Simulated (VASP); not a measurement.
# WC (Qusongite) (P-6m2) in VASP: notebook

The runs below take WC (Qusongite) through single point, with r2SCAN.

All numbers are computed with VASP 6.6.1; they aren't measurements. Logs are shortened: lines on timing, memory, paths and dates and some standing lists are left out, and cuts for length are marked.

**1. The cell of the first run**

It takes space group P-6m2 (No. 187, hexagonal). Conventional cell: a = 2.887 Å, b = 2.887 Å, c = 2.818 Å, α = 90.00°, β = 90.00°, γ = 120.00°. W (site symmetry -6m2) has 6 C at 2.18 Å and 8 W at 2.82 to 2.89 Å within 2.9 Å. Within 2.9 Å of C (site symmetry -6m2) lie 6 W at 2.18 Å and 8 C at 2.82 to 2.89 Å.

**2. Single point, r2SCAN**

Input file POSCAR:

```
WC
1.0
    2.8869927008      0.0000000000      0.0000000000
   -1.4434963504      2.5002090195      0.0000000000
    0.0000000000      0.0000000000      2.8175618425
W C
1 1
Direct
    0.0000000000      0.0000000000      0.0000000000
    0.6666666667      0.3333333333      0.5000000000
```

Input file INCAR.step1:

```
SYSTEM = WC
PREC = Accurate
ENCUT = 910
ISMEAR = -1
SIGMA = 0.05
LREAL = .False.
LASPH = .True.
NELM = 120
NBANDS = 16
GGA = PE
ALGO = Normal
EDIFF = 1E-5
LWAVE = .True.
LCHARG = .False.
GGA_COMPAT = .False.
```

Input file INCAR.step2:

```
SYSTEM = WC
PREC = Accurate
ENCUT = 910
EDIFF = 1E-6
ISMEAR = -1
SIGMA = 0.05
LREAL = .False.
LASPH = .True.
NELM = 120
ALGO = Normal
ISIF = 2
LWAVE = .False.
LCHARG = .False.
METAGGA = R2SCAN
LMIXTAU = .True.
NBANDS = 16
ISTART = 1
GGA_COMPAT = .False.
```

Input file KPOINTS:

```
regular mesh
0
Gamma
  10 10 9
  0 0 0
```

Potentials or basis: VASP PAW PBE potentials, release 64 (W_sv, C_h).

On the command line:

```
$ cat potpaw_PBE.64/W_sv/POTCAR potpaw_PBE.64/C_h/POTCAR > POTCAR
$ cp INCAR.step1 INCAR
$ mpirun -np 1 vasp_std > vasp.out
$ cp INCAR.step2 INCAR
$ mpirun -np 1 vasp_std > vasp.out
```

OUTCAR:

```text
SYSTEM = WC
   PREC = Accurate
   ENCUT = 910
   EDIFF = 1E-6
   ISMEAR = -1
   LREAL = .False.
   LASPH = .True.
   NELM = 120
   ISIF = 2
   METAGGA = R2SCAN
   ISTART = 1

 ion  position               nearest neighbor table
   1  0.000  0.000  0.000-   2 2.18   2 2.18   2 2.18   2 2.18   2 2.18   2 2.18
   2  0.667  0.333  0.500-   1 2.18   1 2.18   1 2.18   1 2.18   1 2.18   1 2.18

  LATTYP: Found a hexagonal cell.
 ALAT       =     2.8869927008
 C/A-ratio  =     0.9759504559

  Lattice vectors:

 A1 = (   2.8869927008,   0.0000000000,   0.0000000000)
 A2 = (  -1.4434963504,   2.5002090195,   0.0000000000)
 A3 = (   0.0000000000,   0.0000000000,   2.8175618425)

Analysis of symmetry for initial positions (statically):
=====================================================================
 Subroutine PRICEL returns:
 Original cell was already a primitive cell.

 Routine SETGRP: Setting up the symmetry group for a
 hexagonal supercell.

 Subroutine GETGRP returns: Found 12 space group operations
 (whereof 12 operations were pure point group operations)
 out of a pool of 24 trial point group operations.

The static configuration has the point symmetry D_3h.

Analysis of symmetry for dynamics (positions and initial velocities):
=====================================================================
 Subroutine PRICEL returns:
 Original cell was already a primitive cell.

 Routine SETGRP: Setting up the symmetry group for a
 hexagonal supercell.

 Subroutine GETGRP returns: Found 12 space group operations
 (whereof 12 operations were pure point group operations)
 out of a pool of 24 trial point group operations.

The dynamic configuration has the point symmetry D_3h.

 Subroutine INISYM returns: Found 12 space group operations
 (whereof 12 operations are pure point group operations),
 and found     1 'primitive' translations

----------------------------------------------------------------------------------------

                                     Primitive cell

  volume of cell :      20.3374

  direct lattice vectors                    reciprocal lattice vectors
     2.886992701  0.000000000  0.000000000     0.346381201  0.199983280  0.000000000
    -1.443496350  2.500209020  0.000000000     0.000000000  0.399966560  0.000000000
     0.000000000  0.000000000  2.817561842     0.000000000  0.000000000  0.354916788

  length of vectors
     2.886992701  2.886992701  2.817561842     0.399966560  0.399966560  0.354916788

  position of ions in fractional coordinates (direct lattice)
     0.000000000  0.000000000  0.000000000
     0.666666667  0.333333333  0.500000000

  ion indices of the primitive-cell ions
   primitive index   ion index
                 1           1
                 2           2

----------------------------------------------------------------------------------------

 KPOINTS: regular mesh

Automatic generation of k-mesh.
 Grid dimensions read from file:
 generate k-points for:   10   10    9

 Generating k-lattice:

  Cartesian coordinates                     Fractional coordinates (reciprocal lattice)
     0.034638120  0.019998328  0.000000000     0.100000000  0.000000000  0.000000000
     0.000000000  0.039996656  0.000000000     0.000000000  0.100000000  0.000000000
     0.000000000  0.000000000  0.039435199     0.000000000  0.000000000  0.111111111

  Length of vectors
     0.039996656  0.039996656  0.039435199

  Shift w.r.t. Gamma in fractional coordinates (k-lattice)
     0.000000000  0.000000000  0.000000000

 Subroutine IBZKPT returns following result:
 ===========================================

 Found     70 irreducible k-points:

 Following reciprocal coordinates:
            Coordinates               Weight
  0.000000  0.000000  0.000000      1.000000
  0.100000  0.000000  0.000000      6.000000
  0.200000  0.000000  0.000000      6.000000
  0.300000  0.000000  0.000000      6.000000
  0.400000  0.000000  0.000000      6.000000
  0.500000  0.000000  0.000000      3.000000
[... 16 lines left out ...]
  0.300000  0.100000  0.111111     24.000000
  0.400000  0.100000  0.111111     24.000000
 [... further k-points ...]
   k-points           NKPTS =     70   k-points in BZ     NKDIM =     70   number of bands    NBANDS=     16
   number of dos      NEDOS =    301   number of ions     NIONS =      2
   total plane-waves  NPLWV =  21952
   dimension x,y,z NGX =    28 NGY =   28 NGZ =   28
   dimension x,y,z NGXF=    56 NGYF=   56 NGZF=   56
   ions per type =               1   1
   NGX,Y,Z   is equivalent  to a cutoff of  16.12, 16.12, 16.52 a.u.
   NGXF,Y,Z  is equivalent  to a cutoff of  32.25, 32.25, 33.04 a.u.
 SYSTEM =  WC
   PREC   = accura    normal or accurate (medium, high low for compatibility)
   ISTART =      1    job   : 0-new  1-cont  2-samecut
   ICHARG =      0    charge: 1-file 2-atom 10-const
   ISPIN  =      1    spin polarized calculation?
   LNONCOLLINEAR =      F non collinear calculations
   LSORBIT =      F    spin-orbit coupling
   LASPH  =      T    aspherical Exc in radial PAW
   ENCUT  =  910.0 eV  66.88 Ry    8.18 a.u.   7.10  7.10  6.93*2*pi/ulx,y,z
   NELM   =    120;   NELMIN=  2; NELMDL=  0     # of ELM steps
   EDIFF  = 0.1E-05   stopping-criterion for ELM
   LREAL  =      F    real-space projection
   EDIFFG = 0.1E-04   stopping-criterion for IOM
   NSW    =      0    number of steps for IOM
   IBRION =     -1    ionic relax: 0-MD 1-quasi-New 2-CG
   NFREE  =      0    steps in history (QN), initial steepest desc. (CG)
   ISIF   =      2    stress and relaxation
   ISYM   =      2    0-nonsym 1-usesym 2-fastsym
   POTIM  = 0.5000    time-step for ionic-motion
   TEBEG  =    0.0;   TEEND  =   0.0 temperature during run
   PSTRESS=    0.0 pullay stress
   NELECT =      18.0000    total number of electrons
   NUPDOWN=      -1.0000    fix difference up-down
   EMIN   =  10.00;   EMAX   =-10.00  energy-range for DOS
[... 5 lines left out ...]
     AMIX     =   0.40;   BMIX     =  1.00
     AMIX_MAG =   1.60;   BMIX_MAG =  1.00
  volume/ion in A,a.u.               =      10.17        68.62
  Fermi-wavevector in a.u.,A,eV,Ry     =   1.571812  2.970293 33.614444  2.470592
  Thomas-Fermi vector in A             =   2.673340
   LORBIT       =      0    0 simple, 1 ext, 2 COOP (PROOUT), +10 PAW based schemes
   METAGGA = R2SCAN    functional components
   LHFCALC =     F    Hartree Fock is set to
   AEXX    =    0.0000 exact exchange contribution
   IVDW    =     0    specifies the selected vdW correction
   LEPSILON=     F    determine dielectric tensor
   LRPA    =     F    only Hartree local field effects (RPA)
 non-spin polarized calculation
  energy-cutoff  :      910.00
  volume of cell :       20.34
 maximum number of plane-waves:      1286
   NGX = 15   NGY = 15   NGZ = 13

 number of electron      18.0000000 magnetization

 Free energy of the ion-electron system (eV)
  ---------------------------------------------------
  ext. energy  EPLUGINS =         0.00000000
  ---------------------------------------------------
  free energy    TOTEN  =       -61.60670345 eV

  energy without entropy =      -61.60486997  energy(sigma->0) =      -61.60578671

 E-fermi :  11.6152     XC(G=0): -15.1038

 val. band max:       11.6058877973   @ k =   0.4000   0.2000   0.0000
 cond. band min:      11.6514264785   @ k =   0.1000   0.0000   0.3333
 fundamental gap:      0.0455386812
 Fermi energy:        11.6151753112

 k-point     1 :       0.0000    0.0000    0.0000
  band No.  band energies     occupation
      1     -64.3060      2.00000
      2     -27.6148      2.00000
      3     -27.4959      2.00000
      4     -27.4959      2.00000
      5      -3.8100      2.00000
      6       6.9793      2.00000
[... 8 lines left out ...]
     15      27.0605      0.00000
     16      29.3708      0.00000

 k-point     2 :       0.1000    0.0000    0.0000
  band No.  band energies     occupation
      1     -64.2992      2.00000
      2     -27.6026      2.00000
      3     -27.5898      2.00000
      4     -27.5169      2.00000
      5      -3.5344      2.00000
      6       7.0270      2.00000
[... 8 lines left out ...]
     15      26.5510      0.00000
     16      29.9615      0.00000

 k-point     3 :       0.2000    0.0000    0.0000
  band No.  band energies     occupation
      1     -64.2812      2.00000
      2     -27.8298      2.00000
      3     -27.5716      2.00000
      4     -27.5707      2.00000
      5      -2.7798      2.00000
      6       6.2625      2.00000
[... 8 lines left out ...]
     15      26.3443      0.00000
     16      31.2542      0.00000

 k-point     4 :       0.3000    0.0000    0.0000
  band No.  band energies     occupation
      1     -64.2590      2.00000
      2     -28.1161      2.00000
      3     -27.6384      2.00000
      4     -27.5310      2.00000
      5      -1.7471      2.00000
      6       5.2234      2.00000
[... 8 lines left out ...]
     15      27.3811      0.00000
     16      30.0529      0.00000

 k-point     5 :       0.4000    0.0000    0.0000
  band No.  band energies     occupation
      1     -64.2409      2.00000
      2     -28.3399      2.00000
      3     -27.6918      2.00000
      4     -27.4987      2.00000
      5      -0.7667      2.00000
      6       4.4557      2.00000
[... 8 lines left out ...]
     15      26.7052      0.00000
     16      30.0656      0.00000

 k-point     6 :       0.5000    0.0000    0.0000
  band No.  band energies     occupation
      1     -64.2340      2.00000
      2     -28.4236      2.00000
      3     -27.7120      2.00000
      4     -27.4863      2.00000
      5      -0.3306      2.00000
      6       4.1598      2.00000
[... 8 lines left out ...]
     15      25.5462      0.00000
     16      31.1542      0.00000
[... 267 lines left out ...]
 k-point    21 :       0.1000    0.1000    0.1111
  band No.  band energies     occupation
      1     -64.2810      2.00000
      2     -27.7415      2.00000
      3     -27.6796      2.00000
      4     -27.5523      2.00000
      5      -2.7376      2.00000
      6       6.7343      2.00000
[... 8 lines left out ...]
     15      26.1084      0.00000
     16      30.3485      0.00000

 k-point    22 :       0.2000    0.1000    0.1111
  band No.  band energies     occupation
      1     -64.2609      2.00000
      2     -27.9839      2.00000
      3     -27.6432      2.00000
      4     -27.6291      2.00000
      5      -1.8902      2.00000
      6       5.7929      2.00000
[... 8 lines left out ...]
     15      26.2629      0.00000
     16      30.4064      0.00000

 k-point    23 :       0.3000    0.1000    0.1111
  band No.  band energies     occupation
      1     -64.2408      2.00000
      2     -28.2195      2.00000
      3     -27.7059      2.00000
      4     -27.6047      2.00000
      5      -0.9325      2.00000
      6       4.8822      2.00000
[... 8 lines left out ...]
     15      26.9841      0.00000
     16      29.3778      0.00000

 k-point    24 :       0.4000    0.1000    0.1111
  band No.  band energies     occupation
      1     -64.2284      2.00000
      2     -28.3616      2.00000
      3     -27.7530      2.00000
      4     -27.5808      2.00000
      5      -0.2389      2.00000
      6       4.3059      2.00000
[... 8 lines left out ...]
     15      26.1376      0.00000
     16      30.3671      0.00000

 [... further k-points ...]
[... 5 lines left out ...]
  --------------------------------------------------------------------------------------
  -------------------------------------------------------------------------------------
  Total        1.5500456      1.5500456      1.4857935      0.0000000     -0.0000000      0.0000000
  in kB      122.1123555    122.1123555    117.0505785      0.0000000     -0.0000000      0.0000000
  external PRESSURE =     120.4250965 kB  Pullay stress =       0.0000000 kB

 VOLUME and BASIS-vectors are now :
 -----------------------------------------------------------------------------
  energy-cutoff  :      910.00
  volume of cell :       20.34
      direct lattice vectors                 reciprocal lattice vectors
     2.886992701  0.000000000  0.000000000     0.346381201  0.199983280  0.000000000
    -1.443496350  2.500209020  0.000000000     0.000000000  0.399966560  0.000000000
     0.000000000  0.000000000  2.817561842     0.000000000  0.000000000  0.354916788

 POSITION                                       TOTAL-FORCE (eV/Angst)
 -----------------------------------------------------------------------------------
      0.00000      0.00000      0.00000        -0.000000      0.000000      0.000000
      1.44350      0.83340      1.40878         0.000000     -0.000000      0.000000
 -----------------------------------------------------------------------------------
    total drift:                                0.000000     -0.000000     -0.000000

  FREE ENERGIE OF THE ION-ELECTRON SYSTEM (eV)
  ---------------------------------------------------
  free  energy   TOTEN  =       -61.6067034488 eV

  energy  without entropy=      -61.6048699727  energy(sigma->0) =      -61.60578671
```

Run time: 54 s. Hardware: 1 thread of Intel Xeon 6975P-C (Granite Rapids), shared host; peak memory 0.21 GiB.

What came out:

* Free energy: -61.6067 eV
* Pressure: 12.0 GPa
* Band gap on the k mesh: zero (band 9 reaches 12.30 eV, above the bottom of band 10 at 11.04 eV)

Stress tensor (GPa, compression positive):
```
12.21  0.00  0.00
 0.00 12.21  0.00
 0.00  0.00 11.71
```

Levels at points of the mesh, in eV from the Fermi level:
| k point | band 6 | band 7 | band 8 | band 9 | band 10 | band 11 | band 12 | band 13 |
| --- | --- | --- | --- | --- | --- | --- | --- | --- |
| (0.00, 0.00, 0.00) | -4.64 | -3.59 | -3.59 | 0.08 | 3.49 | 3.49 | 6.06 | 6.06 |
| (0.50, 0.00, 0.00) | -7.46 | -3.88 | -3.82 | -0.54 | 2.54 | 4.86 | 5.24 | 7.39 |

Caveat: the cutoff is under 1.25 times the usual one of these potentials, so pressure, stress and relaxed cells hold a basis-set (Pulay) error; the PAW data sets were made with another functional, which shifts forces and pressure a little; spin-orbit coupling is left out, which moves the levels of the heavy elements.

**3. Single point, r2SCAN**

This run uses another cell than the first one, of 10.79 Å³/atom, 1.061 times its volume.

Input file POSCAR:

```
WC
1.0
    2.9447478072      0.0000000000      0.0000000000
   -1.4723739036      2.5502264088      0.0000000000
    0.0000000000      0.0000000000      2.8739279649
W C
1 1
Direct
    0.0000000000      0.0000000000      0.0000000000
    0.6666666667      0.3333333333      0.5000000000
```

Input file INCAR.step1:

```
PREC = Accurate
ENCUT = 910
ISMEAR = -1
SIGMA = 0.05
LREAL = False
LASPH = True
NELM = 120
NBANDS = 16
GGA = PE
ALGO = Normal
EDIFF = 1E-5
LWAVE = True
LCHARG = False
GGA_COMPAT = False
```

Input file INCAR.step2:

```
PREC = Accurate
ENCUT = 910
EDIFF = 1E-6
ISMEAR = -1
SIGMA = 0.05
LREAL = False
LASPH = True
NELM = 120
ALGO = Normal
ISIF = 2
LWAVE = False
LCHARG = False
METAGGA = R2SCAN
LMIXTAU = True
NBANDS = 16
ISTART = 1
GGA_COMPAT = False
```

Input file KPOINTS:

```
regular mesh
0
Gamma
  10 10 9
```

Potentials or basis: VASP PAW PBE potentials, release 64 (W_sv, C_h).

On the command line:

```
$ cat potpaw_PBE.64/W_sv/POTCAR potpaw_PBE.64/C_h/POTCAR > POTCAR
$ cp INCAR.step1 INCAR
$ mpirun -np 1 vasp_std > vasp.out
$ cp INCAR.step2 INCAR
$ mpirun -np 1 vasp_std > vasp.out
```

Wall time 1.9 min (1 thread of Intel Xeon Platinum 8488C (Sapphire Rapids), shared host); peak memory 0.21 GiB.

Results (log left out):

```
Free energy            : -61.6030 eV
Pressure               : -11.9 GPa
Band gap on the k mesh : zero (band 9 reaches 11.41 eV, above the bottom of band 10 at 10.25 eV)
```

Stress tensor (GPa, compression positive):
```
-10.59   0.00   0.00
  0.00 -10.59   0.00
  0.00   0.00 -14.56
```

Levels at points of the mesh, in eV from the Fermi level:
```tsv
k point	band 5	band 6	band 7	band 8	band 9	band 10	band 11	band 12	band 13	band 14
(0.00, 0.00, 0.00)	-14.97	-4.30	-3.35	-3.35	0.05	3.20	3.20	5.70	5.70	6.48
(0.50, 0.00, 0.00)	-11.69	-7.17	-3.63	-3.54	-0.52	2.34	4.47	4.81	7.00	9.79
```

Caveat: the cutoff is under 1.25 times the usual one of these potentials, so pressure, stress and relaxed cells hold a basis-set (Pulay) error; the PAW data sets were made with another functional, which shifts forces and pressure a little; spin-orbit coupling is left out, which moves the levels of the heavy elements.
